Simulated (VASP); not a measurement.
# Sn4Se3S (I4/mmm) in VASP: single point with PBE

Aim: the single point of Sn4Se3S with PBE.

Program: VASP 6.6.1. These are calculated values, not measurements. Logs are shortened: lines on timing, memory, paths and dates and some standing lists are left out, and cuts for length are marked.

## 1. The cell of the first run

It takes space group I4/mmm (No. 139, tetragonal). Conventional cell: a = 6.043 Å, b = 6.043 Å, c = 12.086 Å, α = 90.00°, β = 90.00°, γ = 90.00°. Within 4.0 Å of Sn (site symmetry mmm) lie 4 Se at 3.02 Å and 2 S at 3.02 Å. Sn (site symmetry 4mm) has 5 Se at 3.02 Å and 1 S at 3.02 Å within 4.0 Å. Within 4.0 Å of Se (site symmetry -4m2) lie 6 Sn at 3.02 Å. Within 4.0 Å of Se (site symmetry 4/mmm) lie 6 Sn at 3.02 Å. S (site symmetry 4/mmm) has 6 Sn at 3.02 Å within 4.0 Å.

## 2. Single point, PBE

The input, INCAR:

```
  ALGO = Normal
  EDIFF = 1E-6
  ENCUT = 520
  GGA = PE
  ISIF = 2
  ISMEAR = 0
  LASPH = T
  LCHARG = F
  LREAL = F
  LWAVE = F
  NBANDS = 50
  NELM = 100
  PREC = Accurate
  SIGMA = 0.1
```

The input, KPOINTS:

```
k-points
0
Gamma
  4 4 4
```

The input, POSCAR:

```
Sn4Se3S
1.0
   -3.0214368100      3.0214368100      6.0428736200
    3.0214368100     -3.0214368100      6.0428736200
    3.0214368100      3.0214368100     -6.0428736200
Sn Se S
4 3 1
Direct
    0.5000000000      0.0000000000      0.5000000000
    0.2500000000      0.2500000000      0.0000000000
    0.0000000000      0.5000000000      0.5000000000
    0.7500000000      0.7500000000      0.0000000000
    0.7500000000      0.2500000000      0.5000000000
    0.2500000000      0.7500000000      0.5000000000
    0.0000000000      0.0000000000      0.0000000000
    0.5000000000      0.5000000000      0.0000000000
```

Potentials or basis: VASP PAW PBE potentials, release 64 (Sn_d, Se, S).

Run with:

```
$ cat potpaw_PBE.64/Sn_d/POTCAR potpaw_PBE.64/Se/POTCAR potpaw_PBE.64/S/POTCAR > POTCAR
$ mpirun -np 1 vasp_std > vasp.out
```

OUTCAR:

```text
EDIFF = 1E-6
   ENCUT = 520
   GGA = PE
   ISIF = 2
   ISMEAR = 0
   LASPH = T
   LREAL = F
   NELM = 100
   PREC = Accurate

 ion  position               nearest neighbor table
   1  0.500  0.000  0.500-   5 3.02   6 3.02   7 3.02   8 3.02   8 3.02   7 3.02
   2  0.250  0.250  0.000-   5 3.02   6 3.02   7 3.02   8 3.02   6 3.02   5 3.02
   3  0.000  0.500  0.500-   5 3.02   6 3.02   7 3.02   8 3.02   7 3.02   8 3.02
   4  0.750  0.750  0.000-   5 3.02   6 3.02   7 3.02   8 3.02   5 3.02   6 3.02
   5  0.750  0.250  0.500-   1 3.02   2 3.02   3 3.02   4 3.02   4 3.02   2 3.02
   6  0.250  0.750  0.500-   1 3.02   2 3.02   3 3.02   4 3.02   2 3.02   4 3.02
   7  0.000  0.000  0.000-   1 3.02   2 3.02   3 3.02   4 3.02   3 3.02   1 3.02
   8  0.500  0.500  0.000-   1 3.02   2 3.02   3 3.02   4 3.02   1 3.02   3 3.02

  LATTYP: Found a body centered tetragonal cell.
 ALAT       =     6.0428736200
 C/A-ratio  =     2.0000000000

  Lattice vectors:

 A1 = (  -3.0214368100,   3.0214368100,   6.0428736200)
 A2 = (   3.0214368100,  -3.0214368100,   6.0428736200)
 A3 = (   3.0214368100,   3.0214368100,  -6.0428736200)

Analysis of symmetry for initial positions (statically):
=====================================================================
 Subroutine PRICEL returns:
 Original cell was already a primitive cell.

 Routine SETGRP: Setting up the symmetry group for a
 body centered tetragonal supercell.

 Subroutine GETGRP returns: Found 16 space group operations
 (whereof 16 operations were pure point group operations)
 out of a pool of 16 trial point group operations.

The static configuration has the point symmetry D_4h.

Analysis of symmetry for dynamics (positions and initial velocities):
=====================================================================
 Subroutine PRICEL returns:
 Original cell was already a primitive cell.

 Routine SETGRP: Setting up the symmetry group for a
 body centered tetragonal supercell.

 Subroutine GETGRP returns: Found 16 space group operations
 (whereof 16 operations were pure point group operations)
 out of a pool of 16 trial point group operations.

The dynamic configuration has the point symmetry D_4h.

 Subroutine INISYM returns: Found 16 space group operations
 (whereof 16 operations are pure point group operations),
 and found     1 'primitive' translations

----------------------------------------------------------------------------------------

                                     Primitive cell

  volume of cell :     220.6635

  direct lattice vectors                    reciprocal lattice vectors
    -3.021436810  3.021436810  6.042873620     0.000000000  0.165484182  0.082742091
     3.021436810 -3.021436810  6.042873620     0.165484182  0.000000000  0.082742091
     3.021436810  3.021436810 -6.042873620     0.165484182  0.165484182  0.000000000

  length of vectors
     7.400978475  7.400978475  7.400978475     0.185016940  0.185016940  0.234029975

  position of ions in fractional coordinates (direct lattice)
     0.500000000  0.000000000  0.500000000
     0.250000000  0.250000000  0.000000000
     0.000000000  0.500000000  0.500000000
     0.750000000  0.750000000  0.000000000
     0.750000000  0.250000000  0.500000000
     0.250000000  0.750000000  0.500000000
     0.000000000  0.000000000  0.000000000
     0.500000000  0.500000000  0.000000000

  ion indices of the primitive-cell ions
   primitive index   ion index
                 1           1
                 2           2
                 3           3
                 4           4
                 5           5
                 6           6
                 7           7
                 8           8

----------------------------------------------------------------------------------------

 KPOINTS: k-points

Automatic generation of k-mesh.
 Grid dimensions read from file:
 generate k-points for:    4    4    4

 Generating k-lattice:

  Cartesian coordinates                     Fractional coordinates (reciprocal lattice)
     0.000000000  0.041371046  0.020685523     0.250000000  0.000000000  0.000000000
     0.041371046  0.000000000  0.020685523     0.000000000  0.250000000  0.000000000
     0.041371046  0.041371046  0.000000000     0.000000000  0.000000000  0.250000000

  Length of vectors
     0.046254235  0.046254235  0.058507494

  Shift w.r.t. Gamma in fractional coordinates (k-lattice)
     0.000000000  0.000000000  0.000000000

 Subroutine IBZKPT returns following result:
 ===========================================

 Found     13 irreducible k-points:

 Following reciprocal coordinates:
            Coordinates               Weight
  0.000000  0.000000  0.000000      1.000000
  0.250000  0.000000  0.000000      8.000000
  0.500000  0.000000  0.000000      4.000000
  0.250000  0.250000  0.000000      8.000000
  0.500000  0.250000 -0.000000     16.000000
 -0.250000  0.250000  0.000000      4.000000
  0.500000  0.500000  0.000000      2.000000
  0.250000  0.250000  0.250000      2.000000
 -0.250000  0.250000  0.250000      4.000000
  0.500000  0.500000  0.250000      4.000000
 -0.250000  0.500000  0.250000      8.000000
 -0.250000 -0.250000  0.250000      2.000000
  0.500000  0.500000  0.500000      1.000000
   k-points           NKPTS =     13   k-points in BZ     NKDIM =     13   number of bands    NBANDS=     50
   number of dos      NEDOS =    301   number of ions     NIONS =      8
   total plane-waves  NPLWV = 175616
   dimension x,y,z NGX =    56 NGY =   56 NGZ =   56
   dimension x,y,z NGXF=   112 NGYF=  112 NGZF=  112
   ions per type =               4   3   1
   NGX,Y,Z   is equivalent  to a cutoff of  12.58, 12.58, 12.58 a.u.
   NGXF,Y,Z  is equivalent  to a cutoff of  25.16, 25.16, 25.16 a.u.
 SYSTEM =  unknown system
   PREC   = accura    normal or accurate (medium, high low for compatibility)
   ISTART =      0    job   : 0-new  1-cont  2-samecut
   ICHARG =      2    charge: 1-file 2-atom 10-const
   ISPIN  =      1    spin polarized calculation?
   LNONCOLLINEAR =      F non collinear calculations
   LSORBIT =      F    spin-orbit coupling
   LASPH  =      T    aspherical Exc in radial PAW
   ENCUT  =  520.0 eV  38.22 Ry    6.18 a.u.  13.76 13.76 13.76*2*pi/ulx,y,z
   NELM   =    100;   NELMIN=  2; NELMDL= -5     # of ELM steps
   EDIFF  = 0.1E-05   stopping-criterion for ELM
   LREAL  =      F    real-space projection
   EDIFFG = 0.1E-04   stopping-criterion for IOM
   NSW    =      0    number of steps for IOM
   IBRION =     -1    ionic relax: 0-MD 1-quasi-New 2-CG
   NFREE  =      0    steps in history (QN), initial steepest desc. (CG)
   ISIF   =      2    stress and relaxation
   ISYM   =      2    0-nonsym 1-usesym 2-fastsym
   POTIM  = 0.5000    time-step for ionic-motion
   TEBEG  =    0.0;   TEEND  =   0.0 temperature during run
   PSTRESS=    0.0 pullay stress
   NELECT =      80.0000    total number of electrons
   NUPDOWN=      -1.0000    fix difference up-down
   EMIN   =  10.00;   EMAX   =-10.00  energy-range for DOS
   EFERMI =   0.00;   METHOD = LEGACY
   ISMEAR =     0;   SIGMA  =   0.10  broadening in eV -4-tet -1-fermi 0-gaus
   EFERMI_NEDOS =   21; number of points for ismear=-14 and -15
   IALGO  =     38    algorithm
   IMIX   =      4    mixing-type and parameters
     AMIX     =   0.40;   BMIX     =  1.00
     AMIX_MAG =   1.60;   BMIX_MAG =  1.00
  volume/ion in A,a.u.               =      27.58       186.14
  Fermi-wavevector in a.u.,A,eV,Ry     =   1.167333  2.205939 18.540191  1.362666
  Thomas-Fermi vector in A             =   2.303834
   LORBIT       =      0    0 simple, 1 ext, 2 COOP (PROOUT), +10 PAW based schemes
   GGA     = PE    functional components
   LHFCALC =     F    Hartree Fock is set to
   AEXX    =    0.0000 exact exchange contribution
   IVDW    =     0    specifies the selected vdW correction
   LEPSILON=     F    determine dielectric tensor
   LRPA    =     F    only Hartree local field effects (RPA)
 non-spin polarized calculation
 Gauss-broadening in eV      SIGMA  =   0.10
  energy-cutoff  :      520.00
  volume of cell :      220.66
 maximum number of plane-waves:      5998
   NGX = 27   NGY = 27   NGZ = 27

 number of electron      80.0000000 magnetization

 Free energy of the ion-electron system (eV)
  ---------------------------------------------------
  ext. energy  EPLUGINS =         0.00000000
  ---------------------------------------------------
  free energy    TOTEN  =       -33.30401313 eV

  energy without entropy =      -33.30389339  energy(sigma->0) =      -33.30395326

 E-fermi :   5.6386     XC(G=0):  -9.4774

 val. band max:        5.4522182550   @ k =   0.5000   0.5000   0.0000
 cond. band min:       5.8253733733   @ k =   0.5000   0.5000   0.0000
 fundamental gap:      0.3731551182
 Fermi energy:         5.6386309273

 k-point     1 :       0.0000    0.0000    0.0000
  band No.  band energies     occupation
      1     -16.2553      2.00000
      2     -16.2472      2.00000
      3     -16.2445      2.00000
      4     -16.2442      2.00000
      5     -16.2339      2.00000
      6     -16.2339      2.00000
[... 42 lines left out ...]
     49      10.1935      0.00000
     50      10.1937      0.00000

 k-point     2 :       0.2500    0.0000    0.0000
  band No.  band energies     occupation
      1     -16.2513      2.00000
      2     -16.2447      2.00000
      3     -16.2435      2.00000
      4     -16.2415      2.00000
      5     -16.2349      2.00000
      6     -16.2343      2.00000
[... 42 lines left out ...]
     49       9.3805      0.00000
     50       9.6033      0.00000

 k-point     3 :       0.5000    0.0000    0.0000
  band No.  band energies     occupation
      1     -16.2457      2.00000
      2     -16.2423      2.00000
      3     -16.2404      2.00000
      4     -16.2384      2.00000
      5     -16.2352      2.00000
      6     -16.2349      2.00000
[... 519 lines left out ...]
     49       9.7245      0.00000
     50      10.1966      0.00000

 k-point    13 :       0.5000    0.5000    0.5000
  band No.  band energies     occupation
      1     -16.2558      2.00000
      2     -16.2544      2.00000
      3     -16.2438      2.00000
      4     -16.2413      2.00000
      5     -16.2396      2.00000
      6     -16.2396      2.00000
[... 42 lines left out ...]
     49       9.8465      0.00000
     50       9.8465      0.00000

------------------------ aborting loop because EDIFF is reached ----------------------------------------

  FORCE on cell =-STRESS in cart. coord.  units (eV):
  Direction    XX          YY          ZZ          XY          YZ          ZX
  --------------------------------------------------------------------------------------
  -------------------------------------------------------------------------------------
  Total       -0.9439260     -0.9439260     -1.8404822      0.0000000     -0.0000000     -0.0000000
  in kB       -6.8535883     -6.8535883    -13.3632372      0.0000000     -0.0000000     -0.0000000
  external PRESSURE =      -9.0234712 kB  Pullay stress =       0.0000000 kB

 VOLUME and BASIS-vectors are now :
 -----------------------------------------------------------------------------
  energy-cutoff  :      520.00
  volume of cell :      220.66
      direct lattice vectors                 reciprocal lattice vectors
    -3.021436810  3.021436810  6.042873620     0.000000000  0.165484182  0.082742091
     3.021436810 -3.021436810  6.042873620     0.165484182  0.000000000  0.082742091
     3.021436810  3.021436810 -6.042873620     0.165484182  0.165484182  0.000000000

 POSITION                                       TOTAL-FORCE (eV/Angst)
 -----------------------------------------------------------------------------------
      0.00000      3.02144      0.00000         0.000000      0.000000      0.000000
      0.00000      0.00000      3.02144         0.000000      0.000000      0.224138
      3.02144      0.00000      0.00000         0.000000      0.000000     -0.000000
      0.00000      0.00000      9.06431        -0.000000     -0.000000     -0.224138
      0.00000      3.02144      3.02144         0.000000      0.000000      0.000000
      3.02144      0.00000      3.02144         0.000000      0.000000     -0.000000
      0.00000      0.00000      0.00000         0.000000      0.000000     -0.000000
      0.00000      0.00000      6.04287         0.000000      0.000000     -0.000000
 -----------------------------------------------------------------------------------
    total drift:                               -0.000000      0.000000      0.000000

  FREE ENERGIE OF THE ION-ELECTRON SYSTEM (eV)
  ---------------------------------------------------
  free  energy   TOTEN  =       -33.3040131298 eV

  energy  without entropy=      -33.3038933863  energy(sigma->0) =      -33.30395326
```

Run time: 2.4 min. Hardware: 1 thread of Intel Xeon Platinum 8488C (Sapphire Rapids), shared host; peak memory 0.49 GiB.

What came out:

* Free energy: -33.3040 eV
* Pressure: -0.9 GPa
* Largest force: 0.224 eV/Å
* Band gap on the k mesh: 0.37 eV, direct

Forces in eV/Å, atoms in the order of the input:
```
Sn   0.000  0.000  0.000
Sn   0.000  0.000  0.224
Sn   0.000  0.000  0.000
Sn   0.000  0.000 -0.224
Se   0.000  0.000  0.000
Se   0.000  0.000  0.000
Se   0.000  0.000  0.000
S    0.000  0.000  0.000
```

Caveat: spin-orbit coupling is left out, which moves the levels of the heavy elements. A k mesh can miss the band edges.
